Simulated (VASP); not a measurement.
A run of VASP 6.6.1 is set up as follows.

File INCAR:

```
SYSTEM = KTaO3
PREC     = Accurate       ! precision mode
ENCUT    = 520            ! plane-wave cutoff, eV
EDIFF    = 1E-7           ! SCF threshold, eV
ISMEAR   = -1             ! smearing method
SIGMA    = 0.01           ! smearing width, eV
LREAL    = .False.        ! projectors in reciprocal space
LASPH    = .True.         ! aspherical terms in the spheres
NELM     = 100            ! most SCF steps
ALGO     = Normal         ! electronic algorithm
ISIF     = 2              ! what is computed and relaxed
LWAVE    = .False.        ! write WAVECAR
LCHARG   = .False.        ! write CHGCAR
GGA      = PE             ! functional
NBANDS   = 27             ! bands
```

Contents of KPOINTS:

```
regular mesh
0
Gamma
  5 5 5
  0 0 0
```

The input POSCAR:

```
KTaO3
1.0
    4.0147133525      0.0000000000      0.0000000000
    0.0000000000      4.0147133525      0.0000000000
    0.0000000000      0.0000000000      4.0147133525
K Ta O
1 1 3
Direct
    0.5000000000      0.5000000000      0.5000000000
    0.0000000000      0.0000000000      0.0000000000
    0.5000000000      0.0000000000      0.0000000000
    0.0000000000      0.5000000000      0.0000000000
    0.0000000000      0.0000000000      0.5000000000
```

Potentials or basis: VASP PAW PBE potentials, release 64 (K_sv, Ta_pv, O).

Launch:

```sh
$ cat potpaw_PBE.64/K_sv/POTCAR potpaw_PBE.64/Ta_pv/POTCAR potpaw_PBE.64/O/POTCAR > POTCAR
$ mpirun -np 1 vasp_std > vasp.out
```

**Question.** Estimate the pressure.

**Answer.** 2.0 GPa.

**Question.** Predict the band gap on the k mesh.

**Answer.** 2.24 eV, indirect (least direct gap 2.76 eV).

Caveat: spin-orbit coupling is left out, which moves the levels of the heavy elements. A k mesh can miss the band edges.
